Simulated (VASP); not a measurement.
A run of VASP 6.6.1 is set up as follows.

Contents of INCAR:

```
SYSTEM = Sr33O31
ALGO = Normal
EDIFF = 1E-6
ENCUT = 520
GGA = PS
ISIF = 2
ISMEAR = -1
ISYM = 0
LASPH = .True.
LCHARG = .False.
LREAL = Auto
LWAVE = .False.
NBANDS = 296
NELECT = 514.0
NELM = 100
PREC = Accurate
SIGMA = 0.05
```

Contents of KPOINTS:

```
Automatic mesh
0
Gamma
  1 1 1
  0.25 0.25 0.25
```

File POSCAR:

```
Sr33O31
1.0
   10.2454930000      0.0000000000      0.0000000000
    0.0000000000     10.2454930000      0.0000000000
    0.0000000000      0.0000000000     10.2454930000
O Sr
31 33
Direct
    0.2499400000      0.9998790000      0.0002330000
    0.2499890000      0.9996940000      0.5002520000
    0.2499410000      0.4998380000      0.0010220000
    0.7499900000      0.9998290000      0.0001810000
    0.7499500000      0.9997730000      0.5002170000
    0.7499750000      0.4998000000      0.0002110000
    0.7498460000      0.4998270000      0.5002710000
    0.0031110000      0.2530150000      0.0001830000
    0.9953730000      0.2450310000      0.5001180000
    0.0030150000      0.7465870000      0.0002280000
    0.9952550000      0.7546340000      0.5000940000
    0.4970090000      0.2530120000      0.0001170000
    0.5046950000      0.2448920000      0.5001530000
    0.4969100000      0.7466040000      0.0001380000
    0.5045700000      0.7545760000      0.5000790000
    0.0026880000      0.9998940000      0.2492800000
    0.0026410000      0.9998760000      0.7511330000
    0.0085730000      0.4998550000      0.2581770000
    0.0076550000      0.4998030000      0.7433730000
    0.4974870000      0.9997770000      0.2491530000
    0.4973170000      0.9997900000      0.7510750000
    0.4927100000      0.4998270000      0.2568450000
    0.4909430000      0.4998250000      0.7421200000
    0.2499390000      0.2575270000      0.2575050000
    0.2499950000      0.2579840000      0.7425830000
    0.2498860000      0.7421100000      0.2576130000
    0.2500420000      0.7419110000      0.7429480000
    0.7500650000      0.2527030000      0.2493910000
    0.7499570000      0.2528000000      0.7508950000
    0.7499400000      0.7467920000      0.2493850000
    0.7498810000      0.7466620000      0.7509470000
    0.2498090000      0.4995540000      0.5018100000
    0.9968760000      0.9997880000      0.0001190000
    0.9943530000      0.9999250000      0.5002190000
    0.9920390000      0.4997660000      0.0005570000
    0.9742660000      0.5001150000      0.5004970000
    0.5030290000      0.9998050000      0.0001080000
    0.5055730000      0.9996120000      0.5001270000
    0.5078920000      0.4997710000      0.0002660000
    0.5253920000      0.4994210000      0.4997510000
    0.2500640000      0.2419540000      0.0004390000
    0.2503290000      0.2238700000      0.5000090000
    0.2499910000      0.7578480000      0.0004730000
    0.2496250000      0.7754890000      0.5002530000
    0.7500260000      0.2468080000      0.0000570000
    0.7501030000      0.2443220000      0.5002020000
    0.7499760000      0.7528580000      0.0001960000
    0.7497860000      0.7551980000      0.5002090000
    0.2501420000      0.9997910000      0.2466300000
    0.2499900000      0.9997370000      0.7538860000
    0.2504120000      0.4997970000      0.2175070000
    0.2495220000      0.4999930000      0.7846030000
    0.7500770000      0.9996740000      0.2498280000
    0.7500060000      0.9997980000      0.7505560000
    0.7500170000      0.4997330000      0.2468120000
    0.7500270000      0.4997090000      0.7536680000
    0.0000120000      0.2499740000      0.2535150000
    0.9998840000      0.2498890000      0.7470400000
    0.9997660000      0.7498650000      0.2534730000
    0.9998900000      0.7499080000      0.7470640000
    0.5001100000      0.2496050000      0.2533670000
    0.4999950000      0.2499320000      0.7469140000
    0.5001050000      0.7499890000      0.2533740000
    0.4998450000      0.7496800000      0.7469000000
```

Potentials or basis: VASP PAW PBE potentials, release 64 (O, Sr_sv).

Launch:

```sh
$ cat potpaw_PBE.64/O/POTCAR potpaw_PBE.64/Sr_sv/POTCAR > POTCAR
$ mpirun -np 1 vasp_std > vasp.out
```

(1) What does it give for the largest force?

Answers

(1) 0.154 eV/Å.

Caveat: the cell carries a net charge on a neutralising background, which shifts energy and pressure; the PAW data sets were made with another functional, which shifts forces and pressure a little.
